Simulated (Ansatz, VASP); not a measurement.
# Two plane-wave programs on LiF

The input INCAR:

```
SYSTEM = LiF
ALGO = Normal
EDIFF = 1E-6
ENCUT = 750
GGA = PE
GGA_COMPAT = .False.
ISIF = 2
ISMEAR = 0
LASPH = .True.
LCHARG = .False.
LREAL = .False.
LWAVE = .False.
NBANDS = 12
NELM = 120
PREC = Accurate
SIGMA = 0.01
```

The input KPOINTS:

```
k-points
0
Gamma
  8 8 8
  0 0 0
```

The input POSCAR:

```
LiF
1.0
    2.8482260000      0.0000000000      0.0000000000
    1.4241130000      2.4666360717      0.0000000000
    1.4241130000      0.8222120239      2.3255667907
Li F
1 1
Direct
    0.0000000000      0.0000000000      0.0000000000
    0.5000000000      0.5000000000      0.5000000000
```

Input for Ansatz:

```yaml
crystal:
  lattice:
    - [2.848226, 0.0, 0.0]
    - [1.4241130000000002, 2.4666360717193365, 0.0]
    - [1.4241130000000002, 0.8222120239064457, 2.325566790709453]
  atoms:
    - { symbol: Li, position: [0.0, 0.0, 0.0] }
    - { symbol: F, position: [0.5000000000000001, 0.5, 0.5] }
basis:
  ecutwfc: 557.833418042754
kpoints:
  mp_grid:
    grid: [8, 8, 8]
hamiltonian:
  xc: pbe
scf:
  occupations:
    method: fixed
output:
  wannier:
    kmesh: [6, 6, 6]
    projections:
      - { species: F, l: p }
    minimise: true
```

Alike in both runs: task single point; functional PBE; k mesh 8 × 8 × 8; no spin polarisation.

```csv
,VASP,Ansatz
version,VASP 6.6.1,Ansatz 0.2.0
potentials or method,"VASP PAW PBE potentials, release 64 (Li_sv, F), cutoff 750 eV","plane waves, PAW"
occupations,"gaussian, width 0.01 eV",fixed
valence electrons in the cell,10,10
```

Ansatz gave:

```
gap on the k mesh at the Fermi level (eV) : 9.09
```

Problem. What did VASP give for the same quantities?

Solution. gap on the k mesh at the Fermi level (eV): 9.08.
